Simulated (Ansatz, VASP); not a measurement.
Sn2TeO3 in VASP and in Ansatz

```xyz
6
Lattice="3.5535 0.0000 0.0000 0.0000 3.5535 0.0000 0.0000 0.0000 11.2522" Properties=species:S:1:pos:R:3 pbc="T T T"
Sn    0.0000    0.0000    3.7520
Sn    0.0000    0.0000    7.5002
Te    0.0000    0.0000    0.0000
O     1.7767    1.7767    2.0110
O     1.7767    1.7767    5.6261
O     1.7767    1.7767    9.2412
```

Change from the starting cell: species swapped into the Pr3MgAl2 type (P4/mmm, No. 123).

Alike in both runs: task relaxation of cell and atoms; functional PBE; k mesh 6 × 6 × 2; occupations gaussian, width 0.1 eV; no spin polarisation.

```csv
,VASP,Ansatz
version,VASP 6.6.1,Ansatz 0.2.0
potentials or method,"VASP PAW PBE potentials, release 64 (Sn_d, Te, O), cutoff 600 eV","scalar-relativistic, plane waves, PAW"
valence electrons in the cell,52,62
```

```tsv
	VASP	Ansatz	Ansatz less VASP
gap on the k mesh at the Fermi level, each at its own relaxed structure (eV)	none	none	-
relaxed volume (Å³/atom)	19.30	18.97	-0.332
relaxed length of the cell vector where the two differ most in proportion (Å)	12.755	12.551	-0.2036
```

A gap of «none» marks a metal or a gap that the smearing closes. VASP's potentials hold 52 valence electrons a cell and Ansatz's 62, so a difference there can come from the potentials and not from the codes.

Neither program's run includes spin-orbit coupling. Noted on VASP's run: the volume moved by over 15 % at a fixed basis, so the end points are rough.
